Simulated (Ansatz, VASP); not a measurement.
## One calculation of WS2, two programs

```
CELL_PARAMETERS angstrom
3.14613 0.00000 0.00000
-1.57307 2.72463 0.00000
0.00000 0.00000 12.69173
ATOMIC_POSITIONS crystal
W 0.33333 0.66667 0.25000
W 0.66667 0.33333 0.75000
S 0.34287 0.66667 0.62649
S 0.67620 0.33333 0.12649
S 0.32380 0.66667 0.87351
S 0.65713 0.33333 0.37351
```

Change from the starting cell: mode 9 (295.6 1/cm) frozen in, largest displacement +0.030 Å.

Alike in both runs: task single point; functional PBEsol; k mesh 12 × 12 × 2; occupations gaussian, width 0.05 eV; no spin polarisation.

```csv
,VASP,Ansatz
version,VASP 6.6.1,Ansatz 0.2.0
potentials or method,"VASP PAW PBE potentials, release 64 (W_sv, S), cutoff 520 eV","scalar-relativistic, plane waves, PAW"
valence electrons in the cell,52,52
```

|  | VASP | Ansatz | Ansatz less VASP |
| --- | --- | --- | --- |
| gap on the k mesh at the Fermi level (eV) | 1.11 | 1.10 | -0.015 |
| least direct gap on the mesh (eV) | 1.87 | 1.86 | -0.004 |
| pressure (GPa) | 0.2 | 0.1 | -0.12 |
| traceless stress, the component that is largest in VASP (GPa) | 2.79 | 2.78 | -0.006 |
| rms of the force components (eV/Å) | 0.147 | 0.146 | -0.0010 |

VASP's potentials were made for PBE, not for PBEsol. Atom by atom the forces differ by 0.010 eV/Å (rms over components). The functional is the same, so the differences come from potentials, cutoffs and numerics.

Spin-orbit coupling is off throughout.
